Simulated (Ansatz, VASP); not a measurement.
Two plane-wave programs on Ni

File INCAR:

```
SYSTEM = Ni
PREC = Accurate
ENCUT = 520
EDIFF = 1E-7
ISMEAR = -1
SIGMA = 0.1
LREAL = .False.
LASPH = .True.
NELM = 60
ALGO = Normal
ISIF = 2
LWAVE = .False.
LCHARG = .False.
GGA = PE
NBANDS = 11
```

File KPOINTS:

```
regular mesh
0
Gamma
  15 15 15
  0 0 0
```

File POSCAR:

```
Ni
1.0
    0.0000000000      1.7572466680      1.7572466680
    1.7572466680      0.0000000000      1.7572466680
    1.7572466680      1.7572466680      0.0000000000
Ni
1
Direct
    0.0000000000      0.0000000000      0.0000000000
```

Input for Ansatz:

```yaml
crystal:
  lattice:
    - [0.0, 1.757246668, 1.757246668]
    - [1.757246668, 0.0, 1.757246668]
    - [1.757246668, 1.757246668, 0.0]
  atoms:
    - { symbol: Ni, position: [0.0, 0.0, 0.0] }
hamiltonian:
  xc: pbe
  pseudopotentials:
    kind: paw
    azcp:
      Ni: "pseudopotentials/Ni.paw.azcp"
basis:
  ecutwfc: 500
  fft_grid_basis: typed
kpoints:
  mp_grid: { grid: [15, 15, 15], shift: [0, 0, 0] }
magnetization:
  spin_polarized: false
scf:
  occupations: { method: fermi_dirac, width: 0.1 }
  lower_state_search: "off"
output:
  stress: true
```

Alike in both runs: task single point; functional PBE; k mesh 15 × 15 × 15; occupations fermi-dirac, width 0.1 eV; no spin polarisation.

```csv
,VASP,Ansatz
version,VASP 6.6.1,Ansatz 0.2.0
potentials or method,"VASP PAW PBE potentials, release 64 (Ni), cutoff 520 eV","plane waves (500 eV) with PAW, scalar-relativistic"
valence electrons in the cell,10,18
```

|  | VASP | Ansatz | Ansatz less VASP |
| --- | --- | --- | --- |
| pressure (GPa) | 0.0 | 0.0 | -0.02 |

The functional is the same, so the differences come from potentials, cutoffs and numerics. VASP's potentials hold 10 valence electrons a cell and Ansatz's 18, so a difference there can come from the potentials and not from the codes.
